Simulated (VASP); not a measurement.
Here is a VASP 6.6.1 calculation.

INCAR

```
SYSTEM = PbS
PREC     = Accurate       ! precision mode
ENCUT    = 520            ! plane-wave cutoff, eV
EDIFF    = 1E-6           ! SCF threshold, eV
ISMEAR   = -1             ! smearing method
SIGMA    = 0.02           ! smearing width, eV
LREAL    = .False.        ! projectors in reciprocal space
LASPH    = .True.         ! aspherical terms in the spheres
NELM     = 60             ! most SCF steps
ALGO     = Normal         ! electronic algorithm
ISIF     = 2              ! what is computed and relaxed
LWAVE    = .False.        ! write WAVECAR
LCHARG   = .False.        ! write CHGCAR
GGA      = PE             ! functional
IVDW     = 12             ! dispersion correction
NBANDS   = 28             ! bands
```

KPOINTS

```
Automatic mesh
0
Gamma
  6 6 6
  0 0 0
```

POSCAR

```
PbS
1.0
    2.0549625746     -5.8169553139      0.0000000000
    2.0549625746      5.8169553139      0.0000000000
    0.0000000000      0.0000000000      4.2686387784
Pb S
2 2
Direct
    0.8730389808      0.1269610192      0.7500000000
    0.1269610192      0.8730389808      0.2500000000
    0.6405164257      0.3594835743      0.7500000000
    0.3594835743      0.6405164257      0.2500000000
```

Potentials or basis: VASP PAW PBE potentials, release 64 (Pb_d, S).

Launch:

```sh
$ cat potpaw_PBE.64/Pb_d/POTCAR potpaw_PBE.64/S/POTCAR > POTCAR
$ mpirun -np 1 vasp_std > vasp.out
```

Q: What does it give for the dispersion energy per atom?

A: -0.357 eV.

Q: Estimate the band gap on the k mesh.

A: 1.22 eV (least direct gap 1.28 eV).

Forces on the atoms (eV/Å):
```
Pb   0.000  0.004  0.000
Pb   0.000 -0.004  0.000
S    0.000  0.002  0.000
S    0.000 -0.002  0.000
```

Caveat: spin-orbit coupling is left out, which moves the levels of the heavy elements. A k mesh can miss the band edges.
